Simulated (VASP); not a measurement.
Zn2C3: single point with PBE

The system is Zn2C3.

```xyz
5
Lattice="2.6765 0.0000 0.0000 -1.3383 2.3179 0.0000 0.0000 0.0000 7.6069" Properties=species:S:1:pos:R:3 pbc="T T T"
Zn    0.0000    1.5453    1.4961
Zn    1.3383    0.7726    6.1108
C     0.0000    0.0000    0.0000
C     0.0000    1.5453    3.6310
C     1.3383    0.7726    3.9759
```

| Property | Result |
| --- | --- |
| Program | VASP 6.6.1 |
| Task | single point |
| Functional | PBE |
| Potentials or basis | VASP PAW PBE potentials, release 64 (Zn, C) |
| Cutoff | 520 eV |
| k mesh | 18 × 18 × 6 |
| Occupations | gaussian, width 0.1 eV |
| Spin | no spin polarisation |

The pressure is 0.8 GPa. The largest force is 0.033 eV/Å. The band gap on the k mesh is zero (band 18 reaches 8.16 eV, above the bottom of band 19 at 3.52 eV).

Forces on the atoms (eV/Å):
```
Zn   0.000  0.000  0.033
Zn   0.000  0.000 -0.033
C    0.000  0.000  0.000
C    0.000  0.000  0.017
C    0.000  0.000 -0.017
```

Stress tensor (GPa, compression positive):
```
0.67 0.00 0.00
0.00 0.67 0.00
0.00 0.00 1.00
```

Levels at points of the mesh, in eV from the Fermi level:
```tsv
k point	band 14	band 15	band 16	band 17	band 18	band 19	band 20	band 21	band 22	band 23
(0.00, 0.00, 0.00)	-5.25	-3.34	-2.29	-2.29	2.77	2.77	3.75	6.48	6.59	6.59
(0.50, 0.00, 0.00)	-5.41	-4.98	-3.68	-3.65	-0.46	0.94	1.50	4.03	4.21	5.13
(0.00, 0.00, 0.50)	-6.85	-2.29	-2.29	-0.42	0.97	2.77	2.77	6.58	6.58	7.15
(0.50, 0.00, 0.50)	-5.26	-4.97	-3.72	-3.12	-1.17	0.57	0.91	4.94	5.42	5.56
```

It took 6.7 min on 1 thread of Oxide Virtual Turin-like Processor (shared host), peak memory 0.28 GiB.
